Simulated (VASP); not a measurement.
Set up this calculation in VASP 6.6.1, as the native input.

```yaml
Task: single point
Functional: PBE
Potentials_or_basis: VASP PAW PBE potentials, release 64 (Ta_pv)
Cutoff: 520 eV
k_mesh: 16 × 16 × 16
Occupations: fermi-dirac, width 0.05 eV
Spin: no spin polarisation
Dipole_correction: no
Further_INCAR_settings: ALGO = Normal; EDIFF = 1e-07; NBANDS = 12
```

The structure of Ta lies in POSCAR:

```
Ta
1.0
    0.0000000000      2.1121547089      2.1121547089
    2.1121547089      0.0000000000      2.1121547089
    2.1121547089      2.1121547089      0.0000000000
Ta
1
Direct
    0.0000000000      0.0000000000      0.0000000000
```

This isn't the form of Ta at room conditions, which is bcc.

These files were run (other wordings do the same):

INCAR

```
SYSTEM = Ta
ALGO     = Normal         ! electronic algorithm
EDIFF    = 1E-7           ! SCF threshold, eV
ENCUT    = 520            ! plane-wave cutoff, eV
GGA      = PE             ! functional
ISIF     = 2              ! what is computed and relaxed
ISMEAR   = -1             ! smearing method
LASPH    = .True.         ! aspherical terms in the spheres
LCHARG   = .False.        ! write CHGCAR
LREAL    = .False.        ! projectors in reciprocal space
LWAVE    = .False.        ! write WAVECAR
NBANDS   = 12             ! bands
NELM     = 60             ! most SCF steps
PREC     = Accurate       ! precision mode
SIGMA    = 0.05           ! smearing width, eV
```

KPOINTS

```
k-points
0
Gamma
  16 16 16
  0 0 0
```

Potentials or basis: VASP PAW PBE potentials, release 64 (Ta_pv).

Command:

```console
$ cat potpaw_PBE.64/Ta_pv/POTCAR > POTCAR
$ mpirun -np 1 vasp_std > vasp.out
```

Results of the run:

| Property | Result |
| --- | --- |
| Pressure | 0.0 GPa |
| Band gap on the k mesh | zero (an odd number of electrons rules out a gap without spin polarisation) |

Caveat: spin-orbit coupling is left out, which moves the levels of the heavy elements.

It took 9 s on 1 thread of Intel(R) Xeon(R) 6975P-C (Granite Rapids) (shared host), peak memory 0.16 GiB.
